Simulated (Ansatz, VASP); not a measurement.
**One calculation of CaC2, two programs**

File INCAR:

```
  PREC = Accurate
  ENCUT = 520
  EDIFF = 1E-6
  ISMEAR = 0
  SIGMA = 0.05
  LREAL = False
  LASPH = True
  NELM = 100
  ALGO = Normal
  ISIF = 2
  LWAVE = False
  LCHARG = False
  GGA = CA
  NBANDS = 16
```

KPOINTS

```
Automatic mesh
0
Gamma
  9 9 9
```

POSCAR

```
CaC2
1.0
    1.9443979843      1.1225986996      3.9538747767
   -1.9443979843      1.1225986996      3.9538747767
    0.0000000000     -2.2451973993      3.9538747767
Ca C
1 2
Direct
    0.0000000000      0.0000000000      0.0000000000
    0.5529150000      0.5529150000      0.5529150000
    0.4470850000      0.4470850000      0.4470850000
```

Input for Ansatz:

```yaml
crystal:
  lattice:
    - [1.9443979843, 1.1225986996, 3.9538747767]
    - [-1.9443979843, 1.1225986996, 3.9538747767]
    - [0.0, -2.2451973993, 3.9538747767]
  atoms:
    - { symbol: Ca, position: [0.0, 0.0, 0.0] }
    - { symbol: C, position: [0.552915, 0.552915, 0.552915] }
    - { symbol: C, position: [0.447085, 0.447085, 0.447085] }
basis:
  ecutwfc: 420
kpoints:
  mp_grid: { grid: [9, 9, 9] }
hamiltonian:
  xc: lda
scf:
  occupations: { method: gaussian, width: 0.05 }
output:
  forces: true
  stress: true
  eigenvalues: true
```

Alike in both runs: task single point; functional LDA; k mesh 9 × 9 × 9; occupations gaussian, width 0.05 eV; no spin polarisation.

```csv
,VASP,Ansatz
version,VASP 6.6.1,Ansatz 0.2.0
potentials or method,"VASP PAW LDA potentials, release 64 (Ca_sv, C), cutoff 520 eV","scalar-relativistic, plane waves, PAW"
valence electrons in the cell,18,18
```

```csv
,VASP,Ansatz,Ansatz less VASP
gap on the k mesh at the Fermi level (eV),2.65,2.66,+0.013
least direct gap on the mesh (eV),3.75,3.76,+0.007
pressure (GPa),-5.0,-5.3,-0.33
"traceless stress, the component that is largest in VASP (GPa)",-0.76,-0.99,-0.229
rms of the force components (eV/Å),0.145,0.184,+0.0389
```

LDA's correlation is that of Perdew and Zunger in VASP and of Perdew and Wang (1992) in Ansatz. Atom by atom the forces differ by 0.039 eV/Å (rms over components).
